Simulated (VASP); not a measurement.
# Al (Fm-3m) in VASP: notebook, part 3 of 3

VASP 6.6.1. The steps go on from the part before.

### Step 5. Single point, PBEsol

This run uses another cell than the first one, of 16.47 Å³/atom, 1.018 times its volume.

Contents of INCAR:

```
SYSTEM = Al
ALGO = Normal ; EDIFF = 1E-6
ENCUT = 500 ; GGA = PS
GGA_COMPAT = .False. ; ISIF = 2
ISMEAR = 0 ; LASPH = .True.
LCHARG = .False. ; LREAL = .False.
LWAVE = .False. ; NBANDS = 8
NELM = 120 ; PREC = Accurate
SIGMA = 0.1
```

Contents of KPOINTS:

```
k-points
0
Gamma
  8 8 8
  0 0 0
```

Contents of POSCAR:

```
Al
1.0
    0.0000000000      2.0194648500      2.0194648500
    2.0194648500      0.0000000000      2.0194648500
    2.0194648500      2.0194648500      0.0000000000
Al
1
Direct
    0.0000000000      0.0000000000      0.0000000000
```

Potentials or basis: VASP PAW PBE potentials, release 64 (Al).

Run with:

```sh
cat potpaw_PBE.64/Al/POTCAR > POTCAR
mpirun -np 1 vasp_std > vasp.out
```

OUTCAR:

```text
SYSTEM = Al
   EDIFF = 1E-6
   ENCUT = 500
   GGA = PS
   ISIF = 2
   ISMEAR = 0
   LASPH = .True.
   LREAL = .False.
   NELM = 120
   PREC = Accurate

 ion  position               nearest neighbor table
   1  0.000  0.000  0.000-

  LATTYP: Found a face centered cubic cell.
 ALAT       =     4.0389297000

  Lattice vectors:

 A1 = (   0.0000000000,   2.0194648500,   2.0194648500)
 A2 = (   2.0194648500,   0.0000000000,   2.0194648500)
 A3 = (   2.0194648500,   2.0194648500,   0.0000000000)

Analysis of symmetry for initial positions (statically):
=====================================================================
 Subroutine PRICEL returns:
 Original cell was already a primitive cell.

 Routine SETGRP: Setting up the symmetry group for a
 face centered cubic supercell.

 Subroutine GETGRP returns: Found 48 space group operations
 (whereof 48 operations were pure point group operations)
 out of a pool of 48 trial point group operations.

The static configuration has the point symmetry O_h .

Analysis of symmetry for dynamics (positions and initial velocities):
=====================================================================
 Subroutine PRICEL returns:
 Original cell was already a primitive cell.

 Routine SETGRP: Setting up the symmetry group for a
 face centered cubic supercell.

 Subroutine GETGRP returns: Found 48 space group operations
 (whereof 48 operations were pure point group operations)
 out of a pool of 48 trial point group operations.

The dynamic configuration has the point symmetry O_h .

 Subroutine INISYM returns: Found 48 space group operations
 (whereof 48 operations are pure point group operations),
 and found     1 'primitive' translations

----------------------------------------------------------------------------------------

                                     Primitive cell

  volume of cell :      16.4717

  direct lattice vectors                    reciprocal lattice vectors
     0.000000000  2.019464850  2.019464850    -0.247590346  0.247590346  0.247590346
     2.019464850  0.000000000  2.019464850     0.247590346 -0.247590346  0.247590346
     2.019464850  2.019464850  0.000000000     0.247590346  0.247590346 -0.247590346

  length of vectors
     2.855954580  2.855954580  2.855954580     0.428839058  0.428839058  0.428839058

  position of ions in fractional coordinates (direct lattice)
     0.000000000  0.000000000  0.000000000

  ion indices of the primitive-cell ions
   primitive index   ion index
                 1           1

----------------------------------------------------------------------------------------

 KPOINTS: k-points

Automatic generation of k-mesh.
 Grid dimensions read from file:
 generate k-points for:    8    8    8

 Generating k-lattice:

  Cartesian coordinates                     Fractional coordinates (reciprocal lattice)
    -0.030948793  0.030948793  0.030948793     0.125000000  0.000000000  0.000000000
     0.030948793 -0.030948793  0.030948793     0.000000000  0.125000000  0.000000000
     0.030948793  0.030948793 -0.030948793     0.000000000  0.000000000  0.125000000

  Length of vectors
     0.053604882  0.053604882  0.053604882

  Shift w.r.t. Gamma in fractional coordinates (k-lattice)
     0.000000000  0.000000000  0.000000000

 Subroutine IBZKPT returns following result:
 ===========================================

 Found     29 irreducible k-points:

 Following reciprocal coordinates:
            Coordinates               Weight
  0.000000  0.000000  0.000000      1.000000
  0.125000  0.000000  0.000000      8.000000
  0.250000  0.000000  0.000000      8.000000
  0.375000  0.000000  0.000000      8.000000
  0.500000  0.000000  0.000000      4.000000
  0.125000  0.125000  0.000000      6.000000
[... 16 lines left out ...]
  0.500000  0.250000  0.125000     48.000000
 -0.375000  0.250000  0.125000     24.000000
 [... further k-points ...]
   k-points           NKPTS =     29   k-points in BZ     NKDIM =     29   number of bands    NBANDS=      8
   number of dos      NEDOS =    301   number of ions     NIONS =      1
   total plane-waves  NPLWV =  13824
   dimension x,y,z NGX =    24 NGY =   24 NGZ =   24
   dimension x,y,z NGXF=    48 NGYF=   48 NGZF=   48
   ions per type =               1
   NGX,Y,Z   is equivalent  to a cutoff of  13.97, 13.97, 13.97 a.u.
   NGXF,Y,Z  is equivalent  to a cutoff of  27.94, 27.94, 27.94 a.u.
 SYSTEM =  Al
   PREC   = accura    normal or accurate (medium, high low for compatibility)
   ISTART =      0    job   : 0-new  1-cont  2-samecut
   ICHARG =      2    charge: 1-file 2-atom 10-const
   ISPIN  =      1    spin polarized calculation?
   LNONCOLLINEAR =      F non collinear calculations
   LSORBIT =      F    spin-orbit coupling
   LASPH  =      T    aspherical Exc in radial PAW
   ENCUT  =  500.0 eV  36.75 Ry    6.06 a.u.   5.21  5.21  5.21*2*pi/ulx,y,z
   NELM   =    120;   NELMIN=  2; NELMDL= -5     # of ELM steps
   EDIFF  = 0.1E-05   stopping-criterion for ELM
   LREAL  =      F    real-space projection
   EDIFFG = 0.1E-04   stopping-criterion for IOM
   NSW    =      0    number of steps for IOM
   IBRION =     -1    ionic relax: 0-MD 1-quasi-New 2-CG
   NFREE  =      0    steps in history (QN), initial steepest desc. (CG)
   ISIF   =      2    stress and relaxation
   ISYM   =      2    0-nonsym 1-usesym 2-fastsym
   POTIM  = 0.5000    time-step for ionic-motion
   TEBEG  =    0.0;   TEEND  =   0.0 temperature during run
   PSTRESS=    0.0 pullay stress
   NELECT =       3.0000    total number of electrons
   NUPDOWN=      -1.0000    fix difference up-down
   EMIN   =  10.00;   EMAX   =-10.00  energy-range for DOS
   EFERMI =   0.00;   METHOD = LEGACY
   ISMEAR =     0;   SIGMA  =   0.10  broadening in eV -4-tet -1-fermi 0-gaus
   EFERMI_NEDOS =   21; number of points for ismear=-14 and -15
   IALGO  =     38    algorithm
   IMIX   =      4    mixing-type and parameters
     AMIX     =   0.40;   BMIX     =  1.00
     AMIX_MAG =   1.60;   BMIX_MAG =  1.00
  volume/ion in A,a.u.               =      16.47       111.16
  Fermi-wavevector in a.u.,A,eV,Ry     =   0.927974  1.753616 11.716453  0.861135
  Thomas-Fermi vector in A             =   2.054101
   LORBIT       =      0    0 simple, 1 ext, 2 COOP (PROOUT), +10 PAW based schemes
   GGA     = PS    functional components
   LHFCALC =     F    Hartree Fock is set to
   AEXX    =    0.0000 exact exchange contribution
   IVDW    =     0    specifies the selected vdW correction
   LEPSILON=     F    determine dielectric tensor
   LRPA    =     F    only Hartree local field effects (RPA)
 non-spin polarized calculation
 Gauss-broadening in eV      SIGMA  =   0.10
  energy-cutoff  :      500.00
  volume of cell :       16.47
 maximum number of plane-waves:       444
 NGX is ok and might be reduce to    24
   NGX = 11   NGY = 11   NGZ = 11

 number of electron       3.0000000 magnetization

 Free energy of the ion-electron system (eV)
  ---------------------------------------------------
  ext. energy  EPLUGINS =         0.00000000
  ---------------------------------------------------
  free energy    TOTEN  =        -4.08630581 eV

  energy without entropy =       -4.08316330  energy(sigma->0) =       -4.08473456

 E-fermi :   8.0241     XC(G=0): -10.2622

 val. band max:        7.6435480484   @ k =  -0.2500   0.3750   0.1250
 cond. band min:       8.1022769696   @ k =   0.5000   0.2500   0.1250
 fundamental gap:      0.4587289212
 Fermi energy:         8.0240626285

 k-point     1 :       0.0000    0.0000    0.0000
  band No.  band energies     occupation
      1      -3.1728      2.00000
      2      20.5744      0.00000
      3      20.5744      0.00000
      4      20.5744      0.00000
      5      22.0782      0.00000
      6      22.0782      0.00000
      7      22.0782      0.00000
      8      24.4680      0.00000
[... 243 lines left out ...]
 k-point    24 :      -0.3750    0.2500    0.1250
  band No.  band energies     occupation
      1       4.4137      2.00000
      2       4.6851      2.00000
      3      12.9286      0.00000
      4      13.4292      0.00000
      5      21.2695      0.00000
      6      21.6904      0.00000
      7      28.2697      0.00000
      8      28.5656      0.00000

 [... further k-points ...]

------------------------ aborting loop because EDIFF is reached ----------------------------------------

  FORCE on cell =-STRESS in cart. coord.  units (eV):
  Direction    XX          YY          ZZ          XY          YZ          ZX
  --------------------------------------------------------------------------------------
  -------------------------------------------------------------------------------------
  Total       -0.1283972     -0.1283972     -0.1283972      0.0000000      0.0000000      0.0000000
  in kB      -12.4889841    -12.4889841    -12.4889841      0.0000000      0.0000000      0.0000000
  external PRESSURE =     -12.4889841 kB  Pullay stress =       0.0000000 kB

 VOLUME and BASIS-vectors are now :
 -----------------------------------------------------------------------------
  energy-cutoff  :      500.00
  volume of cell :       16.47
      direct lattice vectors                 reciprocal lattice vectors
     0.000000000  2.019464850  2.019464850    -0.247590346  0.247590346  0.247590346
     2.019464850  0.000000000  2.019464850     0.247590346 -0.247590346  0.247590346
     2.019464850  2.019464850  0.000000000     0.247590346  0.247590346 -0.247590346

 POSITION                                       TOTAL-FORCE (eV/Angst)
 -----------------------------------------------------------------------------------
      0.00000      0.00000      0.00000        -0.000000      0.000000     -0.000000
 -----------------------------------------------------------------------------------
    total drift:                               -0.000000      0.000000      0.000000

  FREE ENERGIE OF THE ION-ELECTRON SYSTEM (eV)
  ---------------------------------------------------
  free  energy   TOTEN  =        -4.0863058094 eV

  energy  without entropy=       -4.0831633048  energy(sigma->0) =       -4.08473456
```

Run time: 4.3 s. Hardware: 1 thread of Intel Xeon 8259CL, shared host; peak memory 0.13 GiB.

What came out:

| Quantity | Value |
| --- | --- |
| Free energy | -4.0863 eV |
| Pressure | -1.2 GPa |

Caveat: the PAW data sets were made with another functional, which shifts forces and pressure a little.

### Step 6. Summary

```tsv
task	cell	k mesh	cutoff (eV)	gap on the mesh (eV)	pressure (GPa)
single point	a = 2.839 Å, angles 60.0°, 1 atom	18 × 18 × 18	520	none	0.0
relaxation of cell and atoms	relaxed from a = 2.856 Å, angles 60.0°, 1 atom	18 × 18 × 18	600	none	0.0
single point	a = 8.518 Å, angles 60.0°, 27 atoms	4 × 4 × 4	520	none	0.3
single point	a = 2.856 Å, angles 60.0°, 1 atom	8 × 8 × 8	500	none	-1.2
```

Alike in all rows: level PBEsol; potentials or basis VASP PAW PBE potentials, release 64 (Al); no spin polarisation; smearing gaussian 0.1 eV.

Caveats: the PAW data sets were made with another functional, which shifts forces and pressure a little.

Total energies depend on the potentials used, so only differences within one code and one set of settings carry meaning.
